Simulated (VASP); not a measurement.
# V (Fd-3m) in VASP: further runs

V is run at these levels: LDA; tasks: single point, relaxation of cell and atoms.

Everything below comes from runs of VASP 6.6.1. Logs are shortened: lines on timing, memory, paths and dates and some standing lists are left out, and cuts for length are marked.

## Step 1: The cell of the first run

The structure is cubic, space group Fd-3m (No. 227). Conventional cell: a = 4.955 Å, b = 4.955 Å, c = 4.955 Å, α = 90.00°, β = 90.00°, γ = 90.00°. V (site symmetry -43m) has 4 V at 2.15 Å within 2.8 Å.

## Step 2: Single point, LDA (volume scaled by 0.92)

INCAR

```
SYSTEM = V
ALGO = Normal ; EDIFF = 1E-6
ENCUT = 520 ; ISIF = 2
ISMEAR = -1 ; LASPH = .TRUE.
LCHARG = .FALSE. ; LREAL = .FALSE.
LWAVE = .FALSE. ; NBANDS = 20
NELM = 80 ; PREC = Accurate
SIGMA = 0.05
```

KPOINTS

```
k-points
0
G
  13 13 13
  0 0 0
```

POSCAR

```
V
1.0
    0.0000000000      2.4774322592      2.4774322592
    2.4774322592      0.0000000000      2.4774322592
    2.4774322592      2.4774322592      0.0000000000
V
2
Direct
   -0.1250000000     -0.1250000000     -0.1250000000
    0.1250000000      0.1250000000      0.1250000000
```

Potentials or basis: VASP PAW LDA potentials, release 64 (V_sv).

Run with:

```console
> cat potpaw_LDA.64/V_sv/POTCAR > POTCAR
> mpirun -np 1 vasp_std > vasp.out
```

OUTCAR:

```text
SYSTEM = V
   EDIFF = 1E-6
   ENCUT = 520
   ISIF = 2
   ISMEAR = -1
   LASPH = .TRUE.
   LREAL = .FALSE.
   NELM = 80
   PREC = Accurate

 ion  position               nearest neighbor table
   1  0.875  0.875  0.875-   2 2.15   2 2.15   2 2.15   2 2.15
   2  0.125  0.125  0.125-   1 2.15   1 2.15   1 2.15   1 2.15

  LATTYP: Found a face centered cubic cell.
 ALAT       =     4.9548645184

  Lattice vectors:

 A1 = (   0.0000000000,   2.4774322592,   2.4774322592)
 A2 = (   2.4774322592,   0.0000000000,   2.4774322592)
 A3 = (   2.4774322592,   2.4774322592,   0.0000000000)

Analysis of symmetry for initial positions (statically):
=====================================================================
 Subroutine PRICEL returns:
 Original cell was already a primitive cell.

 Routine SETGRP: Setting up the symmetry group for a
 face centered cubic supercell.

 Subroutine GETGRP returns: Found 48 space group operations
 (whereof 12 operations were pure point group operations)
 out of a pool of 48 trial point group operations.

The static configuration has the point symmetry D_3d.
 The point group associated with its full space group is O_h .

Analysis of symmetry for dynamics (positions and initial velocities):
=====================================================================
 Subroutine PRICEL returns:
 Original cell was already a primitive cell.

 Routine SETGRP: Setting up the symmetry group for a
 face centered cubic supercell.

 Subroutine GETGRP returns: Found 48 space group operations
 (whereof 12 operations were pure point group operations)
 out of a pool of 48 trial point group operations.

The dynamic configuration has the point symmetry D_3d.
 The point group associated with its full space group is O_h .

 Subroutine INISYM returns: Found 48 space group operations
 (whereof 12 operations are pure point group operations),
 and found     1 'primitive' translations

----------------------------------------------------------------------------------------

                                     Primitive cell

  volume of cell :      30.4113

  direct lattice vectors                    reciprocal lattice vectors
     0.000000000  2.477432259  2.477432259    -0.201821865  0.201821865  0.201821865
     2.477432259  0.000000000  2.477432259     0.201821865 -0.201821865  0.201821865
     2.477432259  2.477432259  0.000000000     0.201821865  0.201821865 -0.201821865

  length of vectors
     3.503618301  3.503618301  3.503618301     0.349565725  0.349565725  0.349565725

  position of ions in fractional coordinates (direct lattice)
     0.875000000  0.875000000  0.875000000
     0.125000000  0.125000000  0.125000000

  ion indices of the primitive-cell ions
   primitive index   ion index
                 1           1
                 2           2

----------------------------------------------------------------------------------------

 KPOINTS: k-points

Automatic generation of k-mesh.
 Grid dimensions read from file:
 generate k-points for:   13   13   13

 Generating k-lattice:

  Cartesian coordinates                     Fractional coordinates (reciprocal lattice)
    -0.015524759  0.015524759  0.015524759     0.076923077  0.000000000  0.000000000
     0.015524759 -0.015524759  0.015524759     0.000000000  0.076923077  0.000000000
     0.015524759  0.015524759 -0.015524759     0.000000000  0.000000000  0.076923077

  Length of vectors
     0.026889671  0.026889671  0.026889671

  Shift w.r.t. Gamma in fractional coordinates (k-lattice)
     0.000000000  0.000000000  0.000000000

 Subroutine IBZKPT returns following result:
 ===========================================

 Found     84 irreducible k-points:

 Following reciprocal coordinates:
            Coordinates               Weight
  0.000000  0.000000  0.000000      1.000000
  0.076923  0.000000  0.000000      8.000000
  0.153846  0.000000  0.000000      8.000000
  0.230769  0.000000  0.000000      8.000000
  0.307692  0.000000  0.000000      8.000000
  0.384615  0.000000  0.000000      8.000000
[... 16 lines left out ...]
  0.384615  0.153846  0.000000     24.000000
  0.461538  0.153846  0.000000     24.000000
 [... further k-points ...]
   k-points           NKPTS =     84   k-points in BZ     NKDIM =     84   number of bands    NBANDS=     20
   number of dos      NEDOS =    301   number of ions     NIONS =      2
   total plane-waves  NPLWV =  21952
   dimension x,y,z NGX =    28 NGY =   28 NGZ =   28
   dimension x,y,z NGXF=    56 NGYF=   56 NGZF=   56
   ions per type =               2
   NGX,Y,Z   is equivalent  to a cutoff of  13.29, 13.29, 13.29 a.u.
   NGXF,Y,Z  is equivalent  to a cutoff of  26.57, 26.57, 26.57 a.u.
 SYSTEM =  V
   PREC   = accura    normal or accurate (medium, high low for compatibility)
   ISTART =      0    job   : 0-new  1-cont  2-samecut
   ICHARG =      2    charge: 1-file 2-atom 10-const
   ISPIN  =      1    spin polarized calculation?
   LNONCOLLINEAR =      F non collinear calculations
   LSORBIT =      F    spin-orbit coupling
   LASPH  =      T    aspherical Exc in radial PAW
   ENCUT  =  520.0 eV  38.22 Ry    6.18 a.u.   6.51  6.51  6.51*2*pi/ulx,y,z
   NELM   =     80;   NELMIN=  2; NELMDL= -5     # of ELM steps
   EDIFF  = 0.1E-05   stopping-criterion for ELM
   LREAL  =      F    real-space projection
   EDIFFG = 0.1E-04   stopping-criterion for IOM
   NSW    =      0    number of steps for IOM
   IBRION =     -1    ionic relax: 0-MD 1-quasi-New 2-CG
   NFREE  =      0    steps in history (QN), initial steepest desc. (CG)
   ISIF   =      2    stress and relaxation
   ISYM   =      2    0-nonsym 1-usesym 2-fastsym
   POTIM  = 0.5000    time-step for ionic-motion
   TEBEG  =    0.0;   TEEND  =   0.0 temperature during run
   PSTRESS=    0.0 pullay stress
   NELECT =      26.0000    total number of electrons
   NUPDOWN=      -1.0000    fix difference up-down
   EMIN   =  10.00;   EMAX   =-10.00  energy-range for DOS
   EFERMI =   0.00;   METHOD = LEGACY
   ISMEAR =    -1;   SIGMA  =   0.05  broadening in eV -4-tet -1-fermi 0-gaus
   EFERMI_NEDOS =   21; number of points for ismear=-14 and -15
   IALGO  =     38    algorithm
   IMIX   =      4    mixing-type and parameters
     AMIX     =   0.40;   BMIX     =  1.00
     AMIX_MAG =   1.60;   BMIX_MAG =  1.00
  volume/ion in A,a.u.               =      15.21       102.61
  Fermi-wavevector in a.u.,A,eV,Ry     =   1.553773  2.936205 32.847317  2.414210
  Thomas-Fermi vector in A             =   2.657955
   LORBIT       =      0    0 simple, 1 ext, 2 COOP (PROOUT), +10 PAW based schemes
   GGA     = CA    functional components
   LHFCALC =     F    Hartree Fock is set to
   AEXX    =    0.0000 exact exchange contribution
   IVDW    =     0    specifies the selected vdW correction
   LEPSILON=     F    determine dielectric tensor
   LRPA    =     F    only Hartree local field effects (RPA)
 non-spin polarized calculation
  energy-cutoff  :      520.00
  volume of cell :       30.41
 maximum number of plane-waves:       869
 NGX is ok and might be reduce to    28
   NGX = 13   NGY = 13   NGZ = 13

 number of electron      26.0000001 magnetization

 Free energy of the ion-electron system (eV)
  ---------------------------------------------------
  ext. energy  EPLUGINS =         0.00000000
  ---------------------------------------------------
  free energy    TOTEN  =       -14.99604169 eV

  energy without entropy =      -14.96624719  energy(sigma->0) =      -14.98114444

 E-fermi :   8.1460     XC(G=0): -12.1755

 val. band max:        8.1418990793   @ k =  -0.2308   0.0769   0.0000
 cond. band min:       8.1609829439   @ k =   0.4615   0.3077   0.0000
 fundamental gap:      0.0190838646
 Fermi energy:         8.1459883509

 k-point     1 :       0.0000    0.0000    0.0000
  band No.  band energies     occupation
      1     -54.9921      2.00000
      2     -53.7733      2.00000
      3     -29.4933      2.00000
      4     -29.4933      2.00000
      5     -29.4933      2.00000
      6     -28.1008      2.00000
[... 12 lines left out ...]
     19      12.7322      0.00000
     20      22.4359      0.00000

 k-point     2 :       0.0769    0.0000    0.0000
  band No.  band energies     occupation
      1     -54.9794      2.00000
      2     -53.7871      2.00000
      3     -29.5054      2.00000
      4     -29.5054      2.00000
      5     -29.4954      2.00000
      6     -28.0995      2.00000
[... 12 lines left out ...]
     19      12.7262      0.00000
     20      21.1154      0.00000

 k-point     3 :       0.1538    0.0000    0.0000
  band No.  band energies     occupation
      1     -54.9425      2.00000
      2     -53.8270      2.00000
      3     -29.5379      2.00000
      4     -29.5379      2.00000
      5     -29.5019      2.00000
      6     -28.0952      2.00000
[... 12 lines left out ...]
     19      12.7022      0.00000
     20      19.5937      0.00000

 k-point     4 :       0.2308    0.0000    0.0000
  band No.  band energies     occupation
      1     -54.8854      2.00000
      2     -53.8883      2.00000
      3     -29.5813      2.00000
      4     -29.5813      2.00000
      5     -29.5127      2.00000
      6     -28.0872      2.00000
[... 12 lines left out ...]
     19      12.6448      0.00000
     20      17.9363      0.00000

 k-point     5 :       0.3077    0.0000    0.0000
  band No.  band energies     occupation
      1     -54.8161      2.00000
      2     -53.9622      2.00000
      3     -29.6248      2.00000
      4     -29.6248      2.00000
      5     -29.5261      2.00000
      6     -28.0764      2.00000
[... 12 lines left out ...]
     19      12.5369      0.00000
     20      16.2252      0.00000
[... 353 lines left out ...]
      6     -28.2225      2.00000
[... 12 lines left out ...]
     19      12.9417      0.00000
     20      18.9370      0.00000

 k-point    22 :       0.3077    0.1538    0.0000
  band No.  band energies     occupation
      1     -54.8192      2.00000
      2     -53.9589      2.00000
      3     -29.6942      2.00000
      4     -29.6781      2.00000
      5     -29.3542      2.00000
      6     -28.2459      2.00000
[... 12 lines left out ...]
     19      12.9130      0.00000
     20      17.2667      0.00000

 k-point    23 :       0.3846    0.1538    0.0000
  band No.  band energies     occupation
      1     -54.7484      2.00000
      2     -54.0337      2.00000
      3     -29.7505      2.00000
      4     -29.7098      2.00000
      5     -29.3363      2.00000
      6     -28.2589      2.00000
[... 12 lines left out ...]
     19      12.8055      0.00000
     20      15.5846      0.00000

 k-point    24 :       0.4615    0.1538    0.0000
  band No.  band energies     occupation
      1     -54.6840      2.00000
      2     -54.1009      2.00000
      3     -29.7964      2.00000
      4     -29.7247      2.00000
      5     -29.3277      2.00000
      6     -28.2621      2.00000
[... 12 lines left out ...]
     19      12.5822      0.00000
     20      14.1752      0.00000

 [... further k-points ...]

------------------------ aborting loop because EDIFF is reached ----------------------------------------

  FORCE on cell =-STRESS in cart. coord.  units (eV):
  Direction    XX          YY          ZZ          XY          YZ          ZX
  --------------------------------------------------------------------------------------
  -------------------------------------------------------------------------------------
  Total        1.8264930      1.8264930      1.8264930      0.0000000     -0.0000000      0.0000000
  in kB       96.2261764     96.2261764     96.2261764      0.0000000     -0.0000000      0.0000000
  external PRESSURE =      96.2261764 kB  Pullay stress =       0.0000000 kB

 VOLUME and BASIS-vectors are now :
 -----------------------------------------------------------------------------
  energy-cutoff  :      520.00
  volume of cell :       30.41
      direct lattice vectors                 reciprocal lattice vectors
     0.000000000  2.477432259  2.477432259    -0.201821865  0.201821865  0.201821865
     2.477432259  0.000000000  2.477432259     0.201821865 -0.201821865  0.201821865
     2.477432259  2.477432259  0.000000000     0.201821865  0.201821865 -0.201821865

 POSITION                                       TOTAL-FORCE (eV/Angst)
 -----------------------------------------------------------------------------------
      4.33551      4.33551      4.33551        -0.000000     -0.000000     -0.000000
      0.61936      0.61936      0.61936         0.000000      0.000000      0.000000
 -----------------------------------------------------------------------------------
    total drift:                                0.000000     -0.000000     -0.000000

  FREE ENERGIE OF THE ION-ELECTRON SYSTEM (eV)
  ---------------------------------------------------
  free  energy   TOTEN  =       -14.9960416939 eV

  energy  without entropy=      -14.9662471856  energy(sigma->0) =      -14.98114444
```

Run time: 36 s. Hardware: 1 thread of Intel Xeon Platinum 8259CL at 2.50GHz (Skylake/Cascade Lake), shared host; peak memory 0.16 GiB.

What came out:

| Item | Value |
| --- | --- |
| Free energy | -14.9960 eV |
| Pressure | 9.6 GPa |
| Band gap on the k mesh | zero (band 13 reaches 8.95 eV, above the bottom of band 14 at 7.33 eV) |

Caveat: the cell differs from its parent crystal (volume scaled by 0.92).

## Step 3: Single point, LDA

This run uses another cell than the first one, of 16.53 Å³/atom, 1.087 times its volume.

INCAR

```
  PREC = Accurate
  ENCUT = 520
  EDIFF = 1E-7
  ISMEAR = -1
  SIGMA = 0.05
  LREAL = F
  LASPH = T
  NELM = 60
  ALGO = Normal
  ISIF = 2
  LWAVE = F
  LCHARG = T
  GGA = CA
  LELF = T
  LVHAR = T
  NBANDS = 20
```

KPOINTS

```
regular mesh
0
Gamma
  13 13 13
```

POSCAR

```
V
1.0
    0.0000000000      2.5472555230      2.5472555230
    2.5472555230      0.0000000000      2.5472555230
    2.5472555230      2.5472555230      0.0000000000
V
2
Direct
   -0.1250000000     -0.1250000000     -0.1250000000
    0.1250000000      0.1250000000      0.1250000000
```

Potentials or basis: VASP PAW LDA potentials, release 64 (V_sv).

Run with:

```console
> cat potpaw_LDA.64/V_sv/POTCAR > POTCAR
> mpirun -np 1 vasp_std > vasp.out
```

It took 47 s on 1 thread of Intel Xeon Platinum 8259CL at 2.50GHz (Skylake/Cascade Lake), shared host; peak memory 0.16 GiB.

It converged, with:

* Free energy: -15.0819 eV
* Pressure: 1.0 GPa
* Band gap on the k mesh: zero (band 13 reaches 7.73 eV, above the bottom of band 14 at 6.51 eV)

Levels at points of the mesh, in eV from the Fermi level:
| k point | band 9 | band 10 | band 11 | band 12 | band 13 | band 14 | band 15 | band 16 | band 17 | band 18 |
| --- | --- | --- | --- | --- | --- | --- | --- | --- | --- | --- |
| (0.00, 0.00, 0.00) | -5.53 | -1.42 | -1.42 | -0.63 | -0.63 | -0.63 | 1.67 | 1.67 | 1.67 | 4.23 |

(Part 1 of 2 ends here.)
